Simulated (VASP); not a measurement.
Write the native input for VASP 6.6.1 that does the following.

* Task: single point
* Functional: PBE
* Potentials or basis: VASP PAW PBE potentials, release 64 (In_d, As)
* Cutoff: 520 eV
* k mesh: 6 × 6 × 6
* Occupations: gaussian, width 0.1 eV
* Spin: no spin polarisation
* Dipole correction: no
* Further INCAR settings: ALGO = Fast; EDIFF = 1e-06; NBANDS = 50

The structure of In6As lies in POSCAR:

```
In6As
1.0
    6.3084141028      0.0000000000      0.0000000000
   -3.1542070514      5.4632468706      0.0000000000
    0.0000000000      0.0000000000      5.7386259117
In As
6 1
Direct
    0.3859872460      0.3859872460      0.2435818039
    0.0000000000      0.6140127540      0.2435818039
    0.6140127540      0.0000000000      0.2435818039
    0.0000000000      0.3859872460      0.7564181961
    0.3859872460      0.0000000000      0.7564181961
    0.6140127540      0.6140127540      0.7564181961
    0.0000000000      0.0000000000      0.5000000000
```

The cell was built from a structure type or drawn by symmetry, and may not be a known phase.

One way to write it, as run:

INCAR

```
SYSTEM = In6As
PREC = Accurate ; ENCUT = 520
EDIFF = 1E-6 ; ISMEAR = 0
SIGMA = 0.1 ; LREAL = .FALSE.
LASPH = .TRUE. ; NELM = 80
ALGO = Fast ; ISIF = 2
LWAVE = .FALSE. ; LCHARG = .TRUE.
GGA = PE ; LELF = .TRUE.
LVHAR = .TRUE. ; NBANDS = 50
```

KPOINTS

```
regular mesh
0
G
  6 6 6
  0 0 0
```

Potentials or basis: VASP PAW PBE potentials, release 64 (In_d, As).

Command:

```sh
$ cat potpaw_PBE.64/In_d/POTCAR potpaw_PBE.64/As/POTCAR > POTCAR
$ mpirun -np 1 vasp_std > vasp.out
```

Results of the run:

| Quantity | Value |
| --- | --- |
| Pressure | 0.0 GPa |
| Largest force | 0.009 eV/Å |
| Band gap on the k mesh | zero (an odd number of electrons rules out a gap without spin polarisation) |

Caveat: spin-orbit coupling is left out, which moves the levels of the heavy elements.

Wall time 13 min on 1 thread of Intel Xeon 8259CL, with other jobs on the host, peak memory 0.48 GiB.
